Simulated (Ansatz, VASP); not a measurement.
## One calculation of Hf2Pd2Se2Br2O3, two programs

File INCAR:

```
SYSTEM = Hf2Pd2Se2Br2O3
PREC = Accurate
ENCUT = 520
EDIFF = 1E-7
ISMEAR = -1
SIGMA = 0.05
LREAL = .FALSE.
LASPH = .TRUE.
NELM = 100
ALGO = Normal
ISIF = 2
LWAVE = .FALSE.
LCHARG = .FALSE.
GGA = PE
NBANDS = 53
```

The input KPOINTS:

```
Automatic mesh
0
G
  5 5 4
  0 0 0
```

POSCAR

```
Hf2Pd2Se2Br2O3
1.0
    5.6066300000     -0.0934600000     -0.0140900000
    1.6139300000      5.3351200000      0.0025100000
    1.3691600000      1.9152900000      8.3154300000
Hf Pd Se Br O
2 2 2 2 3
Direct
    0.2292970000      0.6562930000      0.0185330000
    0.7636090000      0.3447550000      0.9742800000
    0.0028870000      0.4923950000      0.4977040000
    0.0008770000     -0.0027920000      0.5010420000
    0.0288890000      0.3295230000      0.2552060000
    0.9843910000      0.6632380000      0.7435710000
    0.4974360000      0.4980690000      0.5011170000
    0.5075800000     -0.0080330000      0.4990230000
    0.4416060000      0.3604670000      0.9268700000
    0.5497770000      0.6481660000      0.0755320000
   -0.0035620000      0.0063570000     -0.0009930000
```

The input input.yaml:

```yaml
crystal:
  lattice:
    - [5.60663, -0.09346, -0.01409]
    - [1.61393, 5.33512, 0.00251]
    - [1.36916, 1.91529, 8.31543]
  atoms:
    - { symbol: Hf, position: [0.229297, 0.656293, 0.018533] }
    - { symbol: Hf, position: [0.763609, 0.344755, 0.97428] }
    - { symbol: Pd, position: [0.002887, 0.492395, 0.497704] }
    - { symbol: Pd, position: [0.000877, -0.002792, 0.501042] }
    - { symbol: Se, position: [0.028889, 0.329523, 0.255206] }
    - { symbol: Se, position: [0.984391, 0.663238, 0.743571] }
    - { symbol: Br, position: [0.497436, 0.498069, 0.501117] }
    - { symbol: Br, position: [0.50758, -0.008033, 0.499023] }
    - { symbol: O, position: [0.441606, 0.360467, 0.92687] }
    - { symbol: O, position: [0.549777, 0.648166, 0.075532] }
    - { symbol: O, position: [-0.003562, 0.006357, -0.000993] }
hamiltonian:
  xc: pbe
  pseudopotentials: { kind: paw }
kpoints:
  mp_grid: { grid: [5, 5, 4] }
scf:
  occupations: { method: fermi_dirac, width: 0.05 }
output:
  forces: true
  stress: true
  eigenvalues: true
```

Change from the starting cell: atoms moved at random, drawn with an rms of 0.05 Å.

Alike in both runs: task single point; functional PBE; k mesh 5 × 5 × 4; occupations fermi-dirac, width 0.05 eV; no spin polarisation.

```csv
,VASP,Ansatz
version,VASP 6.6.1,Ansatz 0.2.0
potentials or method,"VASP PAW PBE potentials, release 64 (Hf_pv, Pd, Se, Br, O)",Ansatz PAW
plane-wave cutoff (eV),520,420
valence electrons in the cell,84,152
```

```tsv
	VASP	Ansatz	Ansatz less VASP
gap on the k mesh at the Fermi level (eV)	none	none	-
pressure (GPa)	0.0	0.4	+0.42
traceless stress, the component that is largest in VASP (GPa)	-0.46	-0.65	-0.188
rms of the force components (eV/Å)	0.364	0.371	+0.0077
```

Atom by atom the forces differ by 0.047 eV/Å (rms over components). A gap of «none» marks a metal or a gap that the smearing closes. The functional is the same, so the differences come from potentials, cutoffs and numerics. VASP's potentials hold 84 valence electrons a cell and Ansatz's 152, so a difference there can come from the potentials and not from the codes.

Neither program's run includes spin-orbit coupling.
